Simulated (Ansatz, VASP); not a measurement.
## SnO3: VASP beside Ansatz

```
Sn O
1.0
     1.72095    0.99359    4.38476
    -1.72095    0.99359    4.38476
     0.00000   -1.98718    4.38476
Sn O
1 3
Direct
  0.00000 0.00000 0.00000
  0.73228 0.73228 0.73228
  0.26772 0.26772 0.26772
  0.50000 0.50000 0.50000
```

Alike in both runs: functional PBE; k mesh 6 × 6 × 6; occupations gaussian, width 0.2 eV; no spin polarisation.

Ansatz relaxed the structure, and its values are those at the end. VASP's run is a single point on that final structure, the one shown.

|  | VASP | Ansatz |
| --- | --- | --- |
| version | VASP 6.6.1 | Ansatz 0.2.0 |
| potentials or method | VASP PAW PBE potentials, release 64 (Sn_d, O), cutoff 600 eV | scalar-relativistic, plane waves, PAW |
| valence electrons in the cell | 32 | 32 |

|  | VASP | Ansatz | Ansatz less VASP |
| --- | --- | --- | --- |
| gap on the k mesh at the Fermi level (eV) | none | none | - |
| pressure (GPa) | 0.0 | -0.2 | -0.21 |
| rms of the force components (eV/Å) | 0.016 | 0.002 | -0.0139 |

A gap of «none» marks a metal or a gap that the smearing closes.

The k mesh is coarse, so the values compare programs but aren't converged.
